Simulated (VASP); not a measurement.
Here is a VASP 6.6.1 calculation.

The input INCAR:

```
SYSTEM = N
  PREC = Accurate
  ENCUT = 520
  EDIFF = 1E-7
  ISMEAR = -1
  SIGMA = 0.1
  LREAL = .False.
  LASPH = .True.
  NELM = 120
  ALGO = Normal
  ISIF = 2
  LWAVE = .False.
  LCHARG = .False.
  GGA = PE
  IVDW = 12
  IBRION = 2
  NSW = 80
  EDIFFG = -0.01
  ISYM = 0
  GGA_COMPAT = .False.
  NELMIN = 4
```

The input KPOINTS:

```
Automatic mesh
0
Gamma
  8 8 7
  0.5 0.5 0
```

POSCAR

```
N
1.0
    2.5194740000      0.0000000000      0.0000000000
   -1.2597370000      2.1819280000      0.0000000000
    0.0000000000      0.0000000000      2.4460020000
N
2
Direct
    0.6666666667      0.3333333333      0.2500000000
    0.3333333333      0.6666666667      0.7500000000
```

Potentials or basis: VASP PAW PBE potentials, release 64 (N).

Launch:

```sh
$ cat potpaw_PBE.64/N/POTCAR > POTCAR
$ mpirun -np 1 vasp_std > vasp.out
```

Predict the band gap on the k mesh.

zero (bands 5 and 6 overlap by 3.28 eV).

Estimate the dispersion energy per atom.

-0.149 eV.

Final structure:
```xyz
2
Lattice="2.5195 0.0000 0.0000 -1.2597 2.1819 0.0000 0.0000 0.0000 2.4460" Properties=species:S:1:pos:R:3 pbc="T T T"
N     1.2597    0.7273    0.6115
N     0.0000    1.4546    1.8345
```

Caveat: the k points lie up to 0.37 Å⁻¹ apart, too coarse for converged energies and pressures of a metal; the relaxation stopped at its first step, so nothing moved.
